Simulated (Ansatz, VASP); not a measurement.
**SiC in VASP and in Ansatz**

```xyz
4
Lattice="2.9622 0.0000 0.0000 -1.4811 2.6633 0.0000 0.0000 0.0000 5.0481" Properties=species:S:1:pos:R:3 pbc="T T T"
Si    0.0000    1.7781    2.5272
Si    1.4811    0.8853    5.0512
C     0.0000    1.7922    4.4140
C     1.4811    0.8711    1.8899
```

Change from the starting cell: uniaxial_x strain -3.7%.

Alike in both runs: task single point; functional PBE; k mesh 12 × 12 × 6; occupations fermi-dirac, width 0.02 eV; no spin polarisation.

```csv
,VASP,Ansatz
version,VASP 6.6.1,Ansatz 0.2.0
potentials or method,"VASP PAW PBE potentials, release 64 (Si, C)","plane waves, PAW"
plane-wave cutoff (eV),520,420
valence electrons in the cell,16,16
```

|  | VASP | Ansatz | Ansatz less VASP |
| --- | --- | --- | --- |
| gap on the k mesh at the Fermi level (eV) | 1.86 | 1.87 | +0.006 |
| pressure (GPa) | 12.7 | 12.7 | +0.07 |
| traceless stress, the component that is largest in VASP (GPa) | 11.77 | 11.72 | -0.046 |
| rms of the force components (eV/Å) | 0.022 | 0.022 | 0.0000 |

Atom by atom the forces differ by 0.000 eV/Å (rms over components).
